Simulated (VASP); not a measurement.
# Cu in VASP: further runs

Cu is run at these levels: PBE; tasks: single point, relaxation of cell and atoms.

Everything below comes from runs of VASP 6.6.1. Logs are shortened: lines on timing, memory, paths and dates and some standing lists are left out, and cuts for length are marked.

### Step 1. The cell of the first run

Symmetry: I4/mmm, No. 139, tetragonal system. The conventional cell has a = 2.572 Å, b = 2.572 Å, c = 3.615 Å, α = 90.00°, β = 90.00°, γ = 90.00°. Cu (site symmetry 4/mmm) has 12 Cu at 2.56 to 2.57 Å within 3.4 Å.

### Step 2. Single point, PBE

INCAR reads:

```
SYSTEM = Cu
PREC = Accurate ; ENCUT = 700
EDIFF = 1E-6 ; ISMEAR = 1
SIGMA = 0.1 ; LREAL = .False.
LASPH = .True. ; NELM = 120
ALGO = Normal ; ISIF = 2
LWAVE = .False. ; LCHARG = .False.
GGA = PE ; NBANDS = 26
GGA_COMPAT = .False.
```

KPOINTS reads:

```
Automatic mesh
0
Gamma
  16 16 12
  0 0 0
```

POSCAR reads:

```
Cu
1.0
    2.5718166183      0.0000000000      0.0000000000
    0.0000000000      2.5718166183      0.0000000000
    0.0000000000      0.0000000000      3.6145157444
Cu
2
Direct
    0.0000000000      0.0000000000      0.0000000000
    0.5000000000      0.5000000000      0.5000000000
```

Potentials or basis: VASP PAW PBE potentials, release 64 (Cu_sv_GW).

Started as:

```
$ cat potpaw_PBE.64/Cu_sv_GW/POTCAR > POTCAR
$ mpirun -np 1 vasp_std > vasp.out
```

OUTCAR:

```text
SYSTEM = Cu
   PREC = Accurate
   ENCUT = 700
   EDIFF = 1E-6
   ISMEAR = 1
   LREAL = .False.
   LASPH = .True.
   NELM = 120
   ISIF = 2
   GGA = PE

 ion  position               nearest neighbor table
   1  0.000  0.000  0.000-   2 2.56   2 2.56   2 2.56   2 2.56   2 2.56   2 2.56   2 2.56   2 2.56

   2  0.500  0.500  0.500-   1 2.56   1 2.56   1 2.56   1 2.56   1 2.56   1 2.56   1 2.56   1 2.56

  LATTYP: Found a simple tetragonal cell.
 ALAT       =     2.5718166183
 C/A-ratio  =     1.4054329219

  Lattice vectors:

 A1 = (   2.5718166183,   0.0000000000,   0.0000000000)
 A2 = (   0.0000000000,   2.5718166183,   0.0000000000)
 A3 = (   0.0000000000,   0.0000000000,   3.6145157444)

Analysis of symmetry for initial positions (statically):
=====================================================================
 Subroutine PRICEL returns following result:

  LATTYP: Found a body centered tetragonal cell.
 ALAT       =     2.5718166183
 C/A-ratio  =     1.4054329219

  Lattice vectors:

 A1 = (  -1.2859083092,  -1.2859083092,  -1.8072578722)
 A2 = (   1.2859083092,   1.2859083092,  -1.8072578722)
 A3 = (   1.2859083092,  -1.2859083092,   1.8072578722)

   2 primitive cells build up your supercell.

 Routine SETGRP: Setting up the symmetry group for a
 simple tetragonal supercell.

 Subroutine GETGRP returns: Found 16 space group operations
 (whereof 16 operations were pure point group operations)
 out of a pool of 16 trial point group operations.

The static configuration has the point symmetry D_4h.

Analysis of symmetry for dynamics (positions and initial velocities):
=====================================================================
 Subroutine PRICEL returns following result:

  LATTYP: Found a body centered tetragonal cell.
 ALAT       =     2.5718166183
 C/A-ratio  =     1.4054329219

  Lattice vectors:

 A1 = (  -1.2859083092,  -1.2859083092,  -1.8072578722)
 A2 = (   1.2859083092,   1.2859083092,  -1.8072578722)
 A3 = (   1.2859083092,  -1.2859083092,   1.8072578722)

   2 primitive cells build up your supercell.

 Routine SETGRP: Setting up the symmetry group for a
 simple tetragonal supercell.

 Subroutine GETGRP returns: Found 16 space group operations
 (whereof 16 operations were pure point group operations)
 out of a pool of 16 trial point group operations.

The dynamic configuration has the point symmetry D_4h.

 Subroutine INISYM returns: Found 16 space group operations
 (whereof 16 operations are pure point group operations),
 and found     2 'primitive' translations

----------------------------------------------------------------------------------------

                                     Primitive cell

  volume of cell :      11.9536

  direct lattice vectors                    reciprocal lattice vectors
    -1.285908309 -1.285908309 -1.807257872     0.000000000 -0.388830212 -0.276662234
     1.285908309  1.285908309 -1.807257872     0.388830212  0.000000000 -0.276662234
     1.285908309 -1.285908309  1.807257872     0.388830212 -0.388830212  0.000000000

  length of vectors
     2.563845037  2.563845037  2.563845037     0.477211615  0.477211615  0.549888959

  position of ions in fractional coordinates (direct lattice)
     0.000000000  0.000000000  0.000000000

  ion indices of the primitive-cell ions
   primitive index   ion index
                 1           1

----------------------------------------------------------------------------------------

 KPOINTS: Automatic mesh

Automatic generation of k-mesh.
 Grid dimensions read from file:
 generate k-points for:   16   16   12

 Generating k-lattice:

  Cartesian coordinates                     Fractional coordinates (reciprocal lattice)
     0.024301888  0.000000000  0.000000000     0.062500000  0.000000000  0.000000000
     0.000000000  0.024301888  0.000000000     0.000000000  0.062500000  0.000000000
     0.000000000  0.000000000  0.023055186     0.000000000  0.000000000  0.083333333

  Length of vectors
     0.024301888  0.024301888  0.023055186

  Shift w.r.t. Gamma in fractional coordinates (k-lattice)
     0.000000000  0.000000000  0.000000000

 Subroutine IBZKPT returns following result:
 ===========================================

 Found    315 irreducible k-points:

 Following reciprocal coordinates:
            Coordinates               Weight
  0.000000  0.000000  0.000000      1.000000
  0.062500  0.000000  0.000000      4.000000
  0.125000  0.000000  0.000000      4.000000
  0.187500  0.000000  0.000000      4.000000
  0.250000  0.000000  0.000000      4.000000
  0.312500  0.000000  0.000000      4.000000
[... 16 lines left out ...]
  0.437500  0.125000  0.000000      8.000000
  0.500000  0.125000  0.000000      4.000000
 [... further k-points ...]
   k-points           NKPTS =    315   k-points in BZ     NKDIM =    315   number of bands    NBANDS=     26
   number of dos      NEDOS =    301   number of ions     NIONS =      2
   total plane-waves  NPLWV =  18432
   dimension x,y,z NGX =    24 NGY =   24 NGZ =   32
   dimension x,y,z NGXF=    48 NGYF=   48 NGZF=   64
   ions per type =               2
   NGX,Y,Z   is equivalent  to a cutoff of  15.51, 15.51, 14.72 a.u.
   NGXF,Y,Z  is equivalent  to a cutoff of  31.03, 31.03, 29.44 a.u.
 SYSTEM =  Cu
   PREC   = accura    normal or accurate (medium, high low for compatibility)
   ISTART =      0    job   : 0-new  1-cont  2-samecut
   ICHARG =      2    charge: 1-file 2-atom 10-const
   ISPIN  =      1    spin polarized calculation?
   LNONCOLLINEAR =      F non collinear calculations
   LSORBIT =      F    spin-orbit coupling
   LASPH  =      T    aspherical Exc in radial PAW
   ENCUT  =  700.0 eV  51.45 Ry    7.17 a.u.   5.55  5.55  7.80*2*pi/ulx,y,z
   NELM   =    120;   NELMIN=  2; NELMDL= -5     # of ELM steps
   EDIFF  = 0.1E-05   stopping-criterion for ELM
   LREAL  =      F    real-space projection
   EDIFFG = 0.1E-04   stopping-criterion for IOM
   NSW    =      0    number of steps for IOM
   IBRION =     -1    ionic relax: 0-MD 1-quasi-New 2-CG
   NFREE  =      0    steps in history (QN), initial steepest desc. (CG)
   ISIF   =      2    stress and relaxation
   ISYM   =      2    0-nonsym 1-usesym 2-fastsym
   POTIM  = 0.5000    time-step for ionic-motion
   TEBEG  =    0.0;   TEEND  =   0.0 temperature during run
   PSTRESS=    0.0 pullay stress
   NELECT =      38.0000    total number of electrons
   NUPDOWN=      -1.0000    fix difference up-down
   EMIN   =  10.00;   EMAX   =-10.00  energy-range for DOS
   EFERMI =   0.00;   METHOD = LEGACY
   ISMEAR =     1;   SIGMA  =   0.10  broadening in eV -4-tet -1-fermi 0-gaus
   EFERMI_NEDOS =   21; number of points for ismear=-14 and -15
   IALGO  =     38    algorithm
   IMIX   =      4    mixing-type and parameters
     AMIX     =   0.40;   BMIX     =  1.00
     AMIX_MAG =   1.60;   BMIX_MAG =  1.00
  volume/ion in A,a.u.               =      11.95        80.67
  Fermi-wavevector in a.u.,A,eV,Ry     =   1.910554  3.610424 49.664213  3.650217
  Thomas-Fermi vector in A             =   2.947363
   LORBIT       =      0    0 simple, 1 ext, 2 COOP (PROOUT), +10 PAW based schemes
   GGA     = PE    functional components
   LHFCALC =     F    Hartree Fock is set to
   AEXX    =    0.0000 exact exchange contribution
   IVDW    =     0    specifies the selected vdW correction
   LEPSILON=     F    determine dielectric tensor
   LRPA    =     F    only Hartree local field effects (RPA)
 non-spin polarized calculation
 Methfessel and Paxton  Order N= 1 SIGMA  =   0.10
  energy-cutoff  :      700.00
  volume of cell :       23.91
 maximum number of plane-waves:      1025
 NGX is ok and might be reduce to    24
   NGX = 11   NGY = 11   NGZ = 15

 number of electron      37.9999984 magnetization

 Free energy of the ion-electron system (eV)
  ---------------------------------------------------
  ext. energy  EPLUGINS =         0.00000000
  ---------------------------------------------------
  free energy    TOTEN  =        -7.58806942 eV

  energy without entropy =       -7.58811423  energy(sigma->0) =       -7.58808436

 E-fermi :   7.4186     XC(G=0): -13.2835

 val. band max:        7.4033937337   @ k =   0.5000   0.1875   0.0000
 cond. band min:       7.4276832812   @ k =   0.4375   0.1250   0.5000
 fundamental gap:      0.0242895474
 Fermi energy:         7.4185711991

 k-point     1 :       0.0000    0.0000    0.0000
  band No.  band energies     occupation
      1    -105.1050      2.00000
      2    -105.0849      2.00000
      3     -62.5265      2.00000
      4     -62.4709      2.00000
      5     -62.4709      2.00000
      6     -62.4329      2.00000
[... 18 lines left out ...]
     25      27.3536      0.00000
     26      29.9532      0.00000

 k-point     2 :       0.0625    0.0000    0.0000
  band No.  band energies     occupation
      1    -105.1046      2.00000
      2    -105.0849      2.00000
      3     -62.5251      2.00000
      4     -62.4724      2.00000
      5     -62.4708      2.00000
      6     -62.4353      2.00000
[... 18 lines left out ...]
     25      28.0517      0.00000
     26      29.5260      0.00000

 k-point     3 :       0.1250    0.0000    0.0000
  band No.  band energies     occupation
      1    -105.1035      2.00000
      2    -105.0852      2.00000
      3     -62.5226      2.00000
      4     -62.4772      2.00000
      5     -62.4689      2.00000
      6     -62.4418      2.00000
[... 18 lines left out ...]
     25      27.9576      0.00000
     26      29.1103      0.00000

 k-point     4 :       0.1875    0.0000    0.0000
  band No.  band energies     occupation
      1    -105.1014      2.00000
      2    -105.0852      2.00000
      3     -62.5174      2.00000
      4     -62.4835      2.00000
      5     -62.4664      2.00000
      6     -62.4510      2.00000
[... 18 lines left out ...]
     25      26.1487      0.00000
     26      26.8235      0.00000

 k-point     5 :       0.2500    0.0000    0.0000
  band No.  band energies     occupation
      1    -105.0990      2.00000
      2    -105.0861      2.00000
      3     -62.5108      2.00000
      4     -62.4919      2.00000
      5     -62.4636      2.00000
      6     -62.4631      2.00000
[... 18 lines left out ...]
     25      24.7691      0.00000
     26      26.4620      0.00000

 k-point     6 :       0.3125    0.0000    0.0000
  band No.  band energies     occupation
      1    -105.0966      2.00000
      2    -105.0867      2.00000
      3     -62.5026      2.00000
      4     -62.4990      2.00000
      5     -62.4759      2.00000
      6     -62.4600      2.00000
[... 427 lines left out ...]
 k-point    21 :       0.3125    0.1250    0.0000
  band No.  band energies     occupation
      1    -105.0955      2.00000
      2    -105.0863      2.00000
      3     -62.4998      2.00000
      4     -62.4996      2.00000
      5     -62.4788      2.00000
      6     -62.4641      2.00000
[... 18 lines left out ...]
     25      23.0432      0.00000
     26      28.0562      0.00000

 k-point    22 :       0.3750    0.1250    0.0000
  band No.  band energies     occupation
      1    -105.0935      2.00000
      2    -105.0870      2.00000
      3     -62.5047      2.00000
      4     -62.4914      2.00000
      5     -62.4909      2.00000
      6     -62.4603      2.00000
[... 18 lines left out ...]
     25      21.3349      0.00000
     26      26.4242      0.00000

 k-point    23 :       0.4375    0.1250    0.0000
  band No.  band energies     occupation
      1    -105.0913      2.00000
      2    -105.0881      2.00000
      3     -62.5065      2.00000
      4     -62.4995      2.00000
      5     -62.4828      2.00000
      6     -62.4648      2.00000
[... 18 lines left out ...]
     25      22.1018      0.00000
     26      24.8572      0.00000

 k-point    24 :       0.5000    0.1250    0.0000
  band No.  band energies     occupation
      1    -105.0897      2.00000
      2    -105.0897      2.00000
      3     -62.5054      2.00000
      4     -62.5054      2.00000
      5     -62.4736      2.00000
      6     -62.4736      2.00000
[... 18 lines left out ...]
     25      23.4113      0.00000
     26      23.4113      0.00000

 [... further k-points ...]
[... 5 lines left out ...]
  --------------------------------------------------------------------------------------
  -------------------------------------------------------------------------------------
  Total       -0.7458565     -0.7458565     -0.7464802      0.0000000     -0.0000000      0.0000000
  in kB      -49.9845433    -49.9845433    -50.0263398      0.0000000     -0.0000000      0.0000000
  external PRESSURE =     -49.9984755 kB  Pullay stress =       0.0000000 kB

 VOLUME and BASIS-vectors are now :
 -----------------------------------------------------------------------------
  energy-cutoff  :      700.00
  volume of cell :       23.91
      direct lattice vectors                 reciprocal lattice vectors
     2.571816618  0.000000000  0.000000000     0.388830212  0.000000000  0.000000000
     0.000000000  2.571816618  0.000000000     0.000000000  0.388830212  0.000000000
     0.000000000  0.000000000  3.614515744     0.000000000  0.000000000  0.276662234

 POSITION                                       TOTAL-FORCE (eV/Angst)
 -----------------------------------------------------------------------------------
      0.00000      0.00000      0.00000         0.000000      0.000000     -0.000000
      1.28591      1.28591      1.80726        -0.000000     -0.000000      0.000000
 -----------------------------------------------------------------------------------
    total drift:                                0.000000      0.000000     -0.000000

  FREE ENERGIE OF THE ION-ELECTRON SYSTEM (eV)
  ---------------------------------------------------
  free  energy   TOTEN  =        -7.5880694203 eV

  energy  without entropy=       -7.5881142334  energy(sigma->0) =       -7.58808436
```

Wall time 2.3 min (1 thread of AMD EPYC 9R45 (Zen 5), shared host); peak memory 0.36 GiB.

What came out:

```
Free energy            : -7.5881 eV
Pressure               : -5.0 GPa
Band gap on the k mesh : zero (bands 19 and 20 overlap by 8.01 eV)
```

Caveat: the cell stands under tension.

### Step 3. Relaxation of cell and atoms, PBE

This run uses another cell than the first one, of 11.66 Å³/atom.

INCAR reads:

```
PREC = Accurate
ENCUT = 600
EDIFF = 1E-6
ISMEAR = 1
SIGMA = 0.1
LREAL = False
LASPH = True
NELM = 60
ALGO = Fast
ISIF = 3
LWAVE = False
LCHARG = False
GGA = PE
IBRION = 2
NSW = 80
EDIFFG = -0.005
```

KPOINTS reads:

```
regular mesh
0
Gamma
  16 16 12
```

POSCAR reads:

```
Cu
1.0
    2.5455844123      0.0000000000      0.0000000000
    0.0000000000      2.5455844123      0.0000000000
    0.0000000000      0.0000000000      3.6000000000
Cu
2
Direct
    0.0000000000      0.0000000000      0.0000000000
    0.5000000000      0.5000000000      0.5000000000
```

Potentials or basis: VASP PAW PBE potentials, release 64 (Cu).

Started as:

```
$ cat potpaw_PBE.64/Cu/POTCAR > POTCAR
$ mpirun -np 1 vasp_std > vasp.out
```

Wall time 7.1 min (1 thread of Intel Xeon Platinum 8559C (Emerald Rapids), shared host); peak memory 0.24 GiB.

It converged, with:

- Free energy: -7.4568 eV
- Relaxed volume: 12.01 Å³/atom
- Relaxed cell: a = 2.575 Å, b = 2.575 Å, c = 3.623 Å, α = 90.00°, β = 90.00°, γ = 90.00°
- Space group after relaxing (to 0.1 Å): Fm-3m (No. 225)
- Energy gained by relaxing: 4.5 meV/atom
- Ionic steps: 20
- Pressure after relaxing: 0.0 GPa
- Band gap on the k mesh: zero (bands 11 and 12 overlap by 8.05 eV)

Step by step:
```
step  energy change (eV)  largest force (eV/Å)  pressure (GPa)  volume (Å³)
   1              0.0000                0.0000            5.46        23.33
   2             -0.0009                0.0000           -4.89        24.70
   3             -0.0088                0.0000            1.14        24.02
   4             -0.0085                0.0000           -0.82        24.14
   5             -0.0087                0.0000           -0.47        24.09
   6             -0.0088                0.0000            0.29        24.05
   7             -0.0088                0.0000           -0.22        24.07
   8             -0.0089                0.0000            0.00        24.02
   9             -0.0089                0.0000            0.34        24.01
  10             -0.0089                0.0000           -0.28        24.02
  11             -0.0089                0.0000            0.16        24.01
  12             -0.0089                0.0000            0.04        24.01
  13             -0.0089                0.0000            0.10        24.02
  14             -0.0089                0.0000           -0.37        24.03
  15             -0.0089                0.0000           -0.23        24.03
  16             -0.0089                0.0000            0.10        24.03
  17             -0.0089                0.0000            0.46        24.03
  18             -0.0089                0.0000            0.11        24.03
  19             -0.0089                0.0000           -0.33        24.03
  20             -0.0089                0.0000            0.03        24.03
```

Final structure:
```
CELL_PARAMETERS angstrom
2.57503 0.00000 0.00000
0.00000 2.57503 0.00000
0.00000 0.00000 3.62337
ATOMIC_POSITIONS crystal
Cu 0.00000 0.00000 0.00000
Cu 0.50000 0.50000 0.50000
```

Levels at points of the mesh, in eV from the Fermi level:
```
           k point  band 9  band 10  band 11  band 12  band 13  band 14
(0.00, 0.00, 0.00)   -1.62    -1.46    -1.46     1.60     7.10    12.89
(0.50, 0.00, 0.00)   -2.16    -2.16    -0.32    -0.32     9.67     9.67
(0.50, 0.50, 0.00)   -1.46    -1.46     1.49     1.49     6.97     6.97
(0.00, 0.00, 0.50)   -2.32    -2.32    -1.90    -1.90    16.88    16.88
(0.50, 0.00, 0.50)   -1.60    -1.60    -0.94    -0.94     3.69     3.69
(0.50, 0.50, 0.50)   -1.47    -1.47     6.15     6.15     6.15     6.15
```
